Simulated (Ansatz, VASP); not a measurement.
Ir: VASP beside Ansatz

```
Ir
1.0
     2.77578    0.00000    0.00000
    -1.38789    2.40390    0.00000
     0.00000    0.00000    4.49574
Ir
2
Direct
  0.33333 0.66667 0.25000
  0.66667 0.33333 0.75000
```

Change from the starting cell: volume scaled by 1.03.

Alike in both runs: task single point; functional PBE; k mesh 15 × 15 × 8; occupations fermi-dirac, width 0.03 eV; no spin polarisation.

|  | VASP | Ansatz |
| --- | --- | --- |
| version | VASP 6.6.1 | Ansatz 0.2.0 |
| potentials or method | VASP PAW PBE potentials, release 64 (Ir), cutoff 520 eV | all-electron LAPW, scalar-relativistic |

|  | VASP | Ansatz | Ansatz less VASP |
| --- | --- | --- | --- |
| pressure (GPa) | -9.0 | -9.4 | -0.45 |
| traceless stress, the component that is largest in VASP (GPa) | -0.03 | -0.08 | -0.059 |

Ansatz ran all-electron here, and VASP with PAW potentials.

Spin-orbit coupling is off throughout.
